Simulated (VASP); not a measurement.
Input of a VASP 6.6.1 run:

File INCAR:

```
PREC     = Accurate       # precision mode
ENCUT    = 520            # plane-wave cutoff, eV
EDIFF    = 1E-6           # SCF threshold, eV
ISMEAR   = 0              # smearing method
SIGMA    = 0.01           # smearing width, eV
LREAL    = F              # projectors in reciprocal space
LASPH    = T              # aspherical terms in the spheres
NELM     = 100            # most SCF steps
ALGO     = Normal         # electronic algorithm
ISIF     = 2              # what is computed and relaxed
LWAVE    = F              # write WAVECAR
LCHARG   = F              # write CHGCAR
GGA      = PS             # functional
NBANDS   = 11             # bands
```

Contents of KPOINTS:

```
Automatic mesh
0
Gamma
  12 12 12
```

File POSCAR:

```
BN
1.0
    2.4942240706      0.0015369396     -0.2228945706
   -1.2384763382      2.1650289388      0.2228556015
   -0.9343152293     -0.9056238753      3.5529683602
B N
1 1
Direct
    0.9908805789      0.9913440606     -0.0063894393
    0.6572684211      0.3245399394      0.9931944393
```

Potentials or basis: VASP PAW PBE potentials, release 64 (B, N).

Run with:

```bash
$ cat potpaw_PBE.64/B/POTCAR potpaw_PBE.64/N/POTCAR > POTCAR
$ mpirun -np 1 vasp_std > vasp.out
```

Problem. What does it give for the pressure?

Solution. 0.3 GPa.

Problem. Predict the band gap on the k mesh.

Solution. 4.24 eV (least direct gap 4.62 eV).

Stress tensor (GPa, compression positive):
```
 0.49  0.00 -0.06
 0.00  0.50  0.04
-0.06  0.04 -0.14
```

Caveat: the PAW data sets were made with another functional, which shifts forces and pressure a little; this functional lacks dispersion, which binds layers or chains, so the pressure and a relaxed spacing across them are unreliable. A k mesh can miss the band edges.
